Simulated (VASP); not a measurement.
Here is a VASP 6.6.1 calculation.

Contents of INCAR:

```
ALGO = Normal
EDIFF = 1E-6
ENCUT = 520
GGA = PE
ISIF = 2
ISMEAR = 0
LASPH = True
LCHARG = False
LREAL = False
LWAVE = False
NBANDS = 15
NELM = 60
PREC = Accurate
SIGMA = 0.02
```

KPOINTS

```
k-points
0
Gamma
  7 7 7
```

POSCAR

```
BaTe
1.0
    0.0000000000      3.4100000000      3.4100000000
    3.4100000000      0.0000000000      3.4100000000
    3.4100000000      3.4100000000      0.0000000000
Ba Te
1 1
Direct
    0.0000000000      0.0000000000      0.0000000000
    0.5000000000      0.5000000000      0.5000000000
```

Potentials or basis: VASP PAW PBE potentials, release 64 (Ba_sv, Te).

The run is started by

```bash
$ cat potpaw_PBE.64/Ba_sv/POTCAR potpaw_PBE.64/Te/POTCAR > POTCAR
$ mpirun -np 1 vasp_std > vasp.out
```

(1) What does it give for the pressure?

(2) What does it give for the band gap on the k mesh?

Answers

(1) 4.2 GPa.

(2) 1.38 eV, indirect (least direct gap 1.76 eV).

Caveat: spin-orbit coupling is left out, which moves the levels of the heavy elements.
